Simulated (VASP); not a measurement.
# CdSe in VASP: notebook, part 2 of 2

VASP 6.6.1. Earlier steps stand in the parts before.

### 3 Single point, PBEsol (strained)

The input, INCAR:

```
SYSTEM = CdSe
ALGO = Normal
EDIFF = 1E-6
ENCUT = 500
GGA = PS
GGA_COMPAT = .False.
ISIF = 2
ISMEAR = 0
LASPH = .True.
LCHARG = .False.
LREAL = .False.
LWAVE = .False.
NBANDS = 16
NELM = 120
PREC = Accurate
SIGMA = 0.1
```

The input, KPOINTS:

```
k-points
0
Gamma
  12 12 12
  0 0 0
```

The input, POSCAR:

```
CdSe
1.0
    0.0000000000      2.9136760996      2.9136760996
    2.9136760996      0.0000000000      2.9136760996
    2.9136760996      2.9136760996      0.0000000000
Cd Se
1 1
Direct
    0.0000000000      0.0000000000      0.0000000000
    0.5000000000      0.5000000000      0.5000000000
```

Potentials or basis: VASP PAW PBE potentials, release 64 (Cd, Se).

Started as:

```console
cat potpaw_PBE.64/Cd/POTCAR potpaw_PBE.64/Se/POTCAR > POTCAR
mpirun -np 1 vasp_std > vasp.out
```

OUTCAR:

```text
SYSTEM = CdSe
   EDIFF = 1E-6
   ENCUT = 500
   GGA = PS
   ISIF = 2
   ISMEAR = 0
   LASPH = .True.
   LREAL = .False.
   NELM = 120
   PREC = Accurate

 ion  position               nearest neighbor table
   1  0.000  0.000  0.000-   2 2.91   2 2.91   2 2.91   2 2.91   2 2.91   2 2.91
   2  0.500  0.500  0.500-   1 2.91   1 2.91   1 2.91   1 2.91   1 2.91   1 2.91

  LATTYP: Found a face centered cubic cell.
 ALAT       =     5.8273521992

  Lattice vectors:

 A1 = (   0.0000000000,   2.9136760996,   2.9136760996)
 A2 = (   2.9136760996,   0.0000000000,   2.9136760996)
 A3 = (   2.9136760996,   2.9136760996,   0.0000000000)

Analysis of symmetry for initial positions (statically):
=====================================================================
 Subroutine PRICEL returns:
 Original cell was already a primitive cell.

 Routine SETGRP: Setting up the symmetry group for a
 face centered cubic supercell.

 Subroutine GETGRP returns: Found 48 space group operations
 (whereof 48 operations were pure point group operations)
 out of a pool of 48 trial point group operations.

[... 161 lines left out ...]

 E-fermi :   1.7802     XC(G=0):  -9.9952

 val. band max:        1.7556566000   @ k =  -0.2500   0.1667   0.0000
 cond. band min:       2.0505687498   @ k =  -0.4167   0.5000   0.0833
 fundamental gap:      0.2949121498
 Fermi energy:         1.7801789263

 k-point     1 :       0.0000    0.0000    0.0000
  band No.  band energies     occupation
      1     -10.9088      2.00000
      2      -6.0142      2.00000
      3      -6.0142      2.00000
      4      -5.9971      2.00000
      5      -5.9971      2.00000
      6      -5.9971      2.00000
[... 433 lines left out ...]
      3      -6.1034      2.00000
      4      -6.0422      2.00000
      5      -5.8751      2.00000
      6      -5.8527      2.00000
[... 8 lines left out ...]
     15      13.5588      0.00000
     16      13.7587      0.00000

 [... further k-points ...]

------------------------ aborting loop because EDIFF is reached ----------------------------------------

  FORCE on cell =-STRESS in cart. coord.  units (eV):
  Direction    XX          YY          ZZ          XY          YZ          ZX
  --------------------------------------------------------------------------------------
  -------------------------------------------------------------------------------------
  Total       -1.6986661     -1.6986661     -1.6986661      0.0000000      0.0000000      0.0000000
  in kB      -55.0129324    -55.0129324    -55.0129324      0.0000000      0.0000000      0.0000000
  external PRESSURE =     -55.0129324 kB  Pullay stress =       0.0000000 kB

 VOLUME and BASIS-vectors are now :
 -----------------------------------------------------------------------------
  energy-cutoff  :      500.00
  volume of cell :       49.47
      direct lattice vectors                 reciprocal lattice vectors
     0.000000000  2.913676100  2.913676100    -0.171604524  0.171604524  0.171604524
     2.913676100  0.000000000  2.913676100     0.171604524 -0.171604524  0.171604524
     2.913676100  2.913676100  0.000000000     0.171604524  0.171604524 -0.171604524

 POSITION                                       TOTAL-FORCE (eV/Angst)
 -----------------------------------------------------------------------------------
      0.00000      0.00000      0.00000         0.000000      0.000000      0.000000
      2.91368      2.91368      2.91368         0.000000     -0.000000     -0.000000
 -----------------------------------------------------------------------------------
    total drift:                               -0.000000      0.000000      0.000000

  FREE ENERGIE OF THE ION-ELECTRON SYSTEM (eV)
  ---------------------------------------------------
  free  energy   TOTEN  =        -5.9049323527 eV

  energy  without entropy=       -5.9013528282  energy(sigma->0) =       -5.90314259
```

OSZICAR:

```text
N       E                     dE             d eps       ncg     rms          rms(c)
DAV:   1     0.102936370765E+03    0.10294E+03   -0.87808E+03  2368   0.995E+02
DAV:   2    -0.267194255506E+01   -0.10561E+03   -0.99075E+02  2800   0.246E+02
DAV:   3    -0.632974878744E+01   -0.36578E+01   -0.36520E+01  2760   0.473E+01
DAV:   4    -0.634122188316E+01   -0.11473E-01   -0.11473E-01  2888   0.265E+00
DAV:   5    -0.634127183863E+01   -0.49955E-04   -0.49955E-04  2800   0.155E-01    0.459E+00
DAV:   6    -0.593038550221E+01    0.41089E+00   -0.65919E-01  3048   0.959E+00    0.409E+00
DAV:   7    -0.590789188531E+01    0.22494E-01   -0.10034E-01  2760   0.228E+00    0.200E+00
DAV:   8    -0.590529165691E+01    0.26002E-02   -0.11470E-02  2616   0.128E+00    0.234E-01
DAV:   9    -0.590494660640E+01    0.34505E-03   -0.16482E-03  2792   0.475E-01    0.575E-02
DAV:  10    -0.590492639585E+01    0.20211E-04   -0.21419E-04  2704   0.171E-01    0.309E-02
DAV:  11    -0.590493470847E+01   -0.83126E-05   -0.24757E-05  2680   0.401E-02    0.108E-02
DAV:  12    -0.590493241204E+01    0.22964E-05   -0.58424E-06  2616   0.171E-02    0.274E-03
DAV:  13    -0.590493235266E+01    0.59388E-07   -0.40056E-07  1352   0.504E-03
   1 F= -.59049324E+01 E0= -.59031426E+01  d E =-.357952E-02
```

stdout:

```text
POSCAR found type information on POSCAR CdSe
 POSCAR found :  2 types and       2 ions
 scaLAPACK will be used
 -----------------------------------------------------------------------------
|                                                                             |
|                                                                             |
|     You enforced a specific xc type in the INCAR file but a different       |
|     I HOPE YOU KNOW WHAT YOU ARE DOING!                                     |
|                                                                             |
 -----------------------------------------------------------------------------

 LDA part: xc-table for (Slater+PW92), standard interpolation
 POSCAR, INCAR and KPOINTS ok, starting setup
 FFT: planning ... GRIDC
 FFT: planning ... GRID_SOFT
 FFT: planning ... GRID
 WAVECAR not read
 entering main loop
```

Wall time 67 s (1 thread of Intel Xeon 8259CL, shared host); peak memory 0.2 GiB.

What came out:

| Property | Result |
| --- | --- |
| Free energy | -5.9049 eV |
| Pressure | -5.5 GPa |
| Band gap on the k mesh | zero (bands 9 and 10 overlap by 0.51 eV) |

Levels at points of the mesh, in eV from the Fermi level:
| k point | band 7 | band 8 | band 9 | band 10 | band 11 | band 12 |
| --- | --- | --- | --- | --- | --- | --- |
| (0.00, 0.00, 0.00) | -0.56 | -0.56 | -0.56 | -0.18 | 8.54 | 8.54 |
| (0.50, 0.00, 0.00) | -4.77 | -0.06 | -0.06 | 2.91 | 5.19 | 5.19 |
| (0.50, 0.50, 0.00) | -3.88 | -1.93 | -1.93 | -0.53 | 5.41 | 9.29 |

Caveat: the cell differs from its parent crystal (strained); the cell stands under tension; semilocal functionals underestimate gaps, so a narrow gap can read as zero; the PAW data sets were made with another functional, which shifts forces and pressure a little.

### 4 Single point, PBEsol (one atom moved)

The input, INCAR:

```
SYSTEM = CdSe
PREC = Accurate
ENCUT = 500
EDIFF = 1E-6
ISMEAR = 0
SIGMA = 0.1
LREAL = .FALSE.
LASPH = .TRUE.
NELM = 120
ALGO = Normal
ISIF = 2
LWAVE = .FALSE.
LCHARG = .TRUE.
GGA = PS
LELF = .TRUE.
LVHAR = .TRUE.
NBANDS = 16
GGA_COMPAT = .FALSE.
```

The input, KPOINTS:

```
Automatic mesh
0
G
  12 12 12
  0 0 0
```

The input, POSCAR:

```
CdSe
1.0
    0.0000000000      2.8739580000      2.8739580000
    2.8739580000      0.0000000000      2.8739580000
    2.8739580000      2.8739580000      0.0000000000
Cd Se
1 1
Direct
    0.0000000000      0.0000000000      0.0000000000
    0.4784913349      0.4929974620      0.5086622699
```

Potentials or basis: VASP PAW PBE potentials, release 64 (Cd, Se).

Started as:

```console
cat potpaw_PBE.64/Cd/POTCAR potpaw_PBE.64/Se/POTCAR > POTCAR
mpirun -np 1 vasp_std > vasp.out
```

OUTCAR:

```text
SYSTEM = CdSe
   PREC = Accurate
   ENCUT = 500
   EDIFF = 1E-6
   ISMEAR = 0
   LREAL = .FALSE.
   LASPH = .TRUE.
   NELM = 120
   ISIF = 2
   GGA = PS

 ion  position               nearest neighbor table
   1  0.000  0.000  0.000-   2 2.79   2 2.84   2 2.87   2 2.88   2 2.91   2 2.96
   2  0.478  0.493  0.509-   1 2.79   1 2.84   1 2.87   1 2.88   1 2.91   1 2.96

  LATTYP: Found a face centered cubic cell.
 ALAT       =     5.7479160000

  Lattice vectors:

 A1 = (   0.0000000000,   2.8739580000,   2.8739580000)
 A2 = (   2.8739580000,   0.0000000000,   2.8739580000)
[... 643 lines left out ...]

  FORCE on cell =-STRESS in cart. coord.  units (eV):
  Direction    XX          YY          ZZ          XY          YZ          ZX
  --------------------------------------------------------------------------------------
  -------------------------------------------------------------------------------------
  Total       -1.0556758     -1.0263828     -0.9080751      0.0002715     -0.0053187      0.0006561
  in kB      -35.6262329    -34.6376741    -30.6451043      0.0091635     -0.1794927      0.0221420
  external PRESSURE =     -33.6363371 kB  Pullay stress =       0.0000000 kB

 VOLUME and BASIS-vectors are now :
 -----------------------------------------------------------------------------
  energy-cutoff  :      500.00
  volume of cell :       47.48
      direct lattice vectors                 reciprocal lattice vectors
     0.000000000  2.873958000  2.873958000    -0.173976098  0.173976098  0.173976098
     2.873958000  0.000000000  2.873958000     0.173976098 -0.173976098  0.173976098
     2.873958000  2.873958000  0.000000000     0.173976098  0.173976098 -0.173976098

 POSITION                                       TOTAL-FORCE (eV/Angst)
 -----------------------------------------------------------------------------------
      0.00000      0.00000      0.00000         0.004120     -0.032786     -0.080855
      2.87873      2.83704      2.79202        -0.004120      0.032786      0.080855
 -----------------------------------------------------------------------------------
    total drift:                                0.000009     -0.000085     -0.000168

  FREE ENERGIE OF THE ION-ELECTRON SYSTEM (eV)
  ---------------------------------------------------
  free  energy   TOTEN  =        -5.9578030749 eV

  energy  without entropy=       -5.9543024071  energy(sigma->0) =       -5.95605274
```

OSZICAR:

```text
N       E                     dE             d eps       ncg     rms          rms(c)
DAV:   1     0.102130111701E+03    0.10213E+03   -0.88628E+03 28712   0.100E+03
DAV:   2    -0.281979167920E+01   -0.10495E+03   -0.98562E+02 33776   0.246E+02
DAV:   3    -0.637410160373E+01   -0.35543E+01   -0.35469E+01 32960   0.469E+01
DAV:   4    -0.638497203063E+01   -0.10870E-01   -0.10870E-01 35056   0.258E+00
DAV:   5    -0.638501901434E+01   -0.46984E-04   -0.46983E-04 33632   0.150E-01    0.507E+00
DAV:   6    -0.598394931309E+01    0.40107E+00   -0.63509E-01 38096   0.991E+00    0.443E+00
DAV:   7    -0.596048729191E+01    0.23462E-01   -0.10804E-01 33936   0.237E+00    0.214E+00
DAV:   8    -0.595816932212E+01    0.23180E-02   -0.12540E-02 32056   0.137E+00    0.254E-01
DAV:   9    -0.595782111589E+01    0.34821E-03   -0.16665E-03 34528   0.512E-01    0.517E-02
DAV:  10    -0.595779673920E+01    0.24377E-04   -0.21394E-04 33680   0.173E-01    0.304E-02
DAV:  11    -0.595780580257E+01   -0.90634E-05   -0.25828E-05 32896   0.418E-02    0.106E-02
DAV:  12    -0.595780317540E+01    0.26272E-05   -0.71536E-06 31720   0.223E-02    0.307E-03
DAV:  13    -0.595780307486E+01    0.10054E-06   -0.54985E-07 16808   0.597E-03
   1 F= -.59578031E+01 E0= -.59560527E+01  d E =-.350067E-02
```

stdout:

```text
POSCAR found type information on POSCAR CdSe
 POSCAR found :  2 types and       2 ions
 scaLAPACK will be used
 -----------------------------------------------------------------------------
|                                                                             |
|                                                                             |
|     You enforced a specific xc type in the INCAR file but a different       |
|     I HOPE YOU KNOW WHAT YOU ARE DOING!                                     |
|                                                                             |
 -----------------------------------------------------------------------------

 LDA part: xc-table for (Slater+PW92), standard interpolation
 POSCAR, INCAR and KPOINTS ok, starting setup
 FFT: planning ... GRIDC
 FFT: planning ... GRID_SOFT
 FFT: planning ... GRID
 WAVECAR not read
 entering main loop
```

It took 15 min on 1 thread of Intel Xeon 8259CL, shared host; peak memory 0.72 GiB.

Results:

```yaml
Free_energy: -5.9578 eV
Pressure: -3.4 GPa
Largest_force: 0.087 eV/Å
Band_gap_on_the_k_mesh: zero (bands 9 and 10 overlap by 0.50 eV)
```

Forces in eV/Å, atoms in the order of the input:
```
Cd   0.004 -0.033 -0.081
Se  -0.004  0.033  0.081
```

Stress tensor (GPa, compression positive):
```
-3.56  0.00  0.00
 0.00 -3.46 -0.02
 0.00 -0.02 -3.06
```

Caveat: the cell differs from its parent crystal (one atom moved); the cell stands under tension; semilocal functionals underestimate gaps, so a narrow gap can read as zero; the PAW data sets were made with another functional, which shifts forces and pressure a little.

### 5 Overview

| cell | gap on the mesh (eV) | pressure (GPa) |
| --- | --- | --- |
| a = 4.021 Å, angles 60.0°, 2 atoms, strained | none | -1.7 |
| a = 4.121 Å, angles 60.0°, 2 atoms, strained | none | -5.5 |
| a = 4.064 Å, angles 60.0°, 2 atoms, one atom moved | none | -3.4 |

Alike in all rows: task single point; level PBEsol; potentials or basis VASP PAW PBE potentials, release 64 (Cd, Se); no spin polarisation; k mesh 12 × 12 × 12; cutoff (eV) 500; smearing gaussian 0.1 eV.

Caveats: semilocal functionals underestimate gaps, so a narrow gap can read as zero; the PAW data sets were made with another functional, which shifts forces and pressure a little; the cell stands under tension (at least some runs).

Total energies depend on the potentials used, so only differences within one code and one set of settings carry meaning.
